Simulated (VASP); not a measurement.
Runs of VASP 6.6.1 on Os. The structure is that of space group I4/mmm (No. 139), or close to it. The cells are those of the table. 

```tsv
cell	gap on the mesh (eV)	pressure (GPa)
a = 3.063, b = 3.063, c = 2.403 Å, angles 66.9, 66.9, 46.2°, 1 atom	none	27.9
a = 2.678, b = 2.678, c = 3.175 Å, angles 53.6, 53.6, 72.7°, 1 atom	none	(b)
a = 2.923, b = 2.923, c = 2.520 Å, angles 64.5, 64.5, 51.1°, 1 atom	none	(a)
a = 2.717, b = 2.717, c = 2.828 Å, angles 58.6, 58.6, 62.7°, 1 atom	none	-15.2
a = 2.801, b = 2.801, c = 2.665 Å, angles 61.6, 61.6, 56.8°, 1 atom	none	-14.5
```

Alike in all rows: task single point; level r2SCAN; potentials or basis VASP PAW PBE potentials, release 64 (Os); no spin polarisation; k mesh 24 × 24 × 24; cutoff (eV) 520; smearing gaussian 0.15 eV.

**Question.** Fill in the values left out.

**Answer.** (a) 0.9; (b) -5.4.

Caveats: the PAW data sets were made with another functional, which shifts forces and pressure a little; spin-orbit coupling is left out, which moves the levels of the heavy elements; the stress differs along the axes, from -41 to 62 GPa (at least some runs); the stress differs along the axes, from -16 to -0 GPa (at least some runs); the stress differs along the axes, from -59 to 31 GPa (at least some runs); the stress differs along the axes, from -25 to 4 GPa (at least some runs); the stress differs along the axes, from -37 to -3 GPa (at least some runs).

A k mesh can miss the band edges, and the runs leave out spin-orbit coupling on Os.

A gap of «none» marks levels without a gap at the run's occupations.
